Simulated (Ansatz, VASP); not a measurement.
**N in VASP and in Ansatz**

```
CELL_PARAMETERS angstrom
3.77416 0.00000 0.00000
-1.88708 3.26852 0.00000
0.00000 0.00000 6.36120
ATOMIC_POSITIONS crystal
N 0.33333 0.66667 0.25000
N 0.66667 0.33333 0.75000
```

Change from the starting cell: strain +0.040 along x and y, +0.080 along z, atoms carried along.

Alike in both runs: task single point; functional LDA; k mesh 15 × 15 × 8; occupations gaussian, width 0.15 eV; no spin polarisation.

|  | VASP | Ansatz |
| --- | --- | --- |
| version | VASP 6.6.1 | Ansatz 0.2.0 |
| potentials or method | VASP PAW LDA potentials, release 64 (N), cutoff 520 eV | scalar-relativistic, plane waves, PAW |
| valence electrons in the cell | 10 | 10 |

```tsv
	VASP	Ansatz	Ansatz less VASP
gap on the k mesh at the Fermi level (eV)	none	none	-
pressure (GPa)	-5.8	-5.8	+0.04
traceless stress, the component that is largest in VASP (GPa)	0.48	0.48	-0.001
```

LDA's correlation is that of Perdew and Zunger in VASP and of Perdew and Wang (1992) in Ansatz. A gap of «none» marks a metal or a gap that the smearing closes.
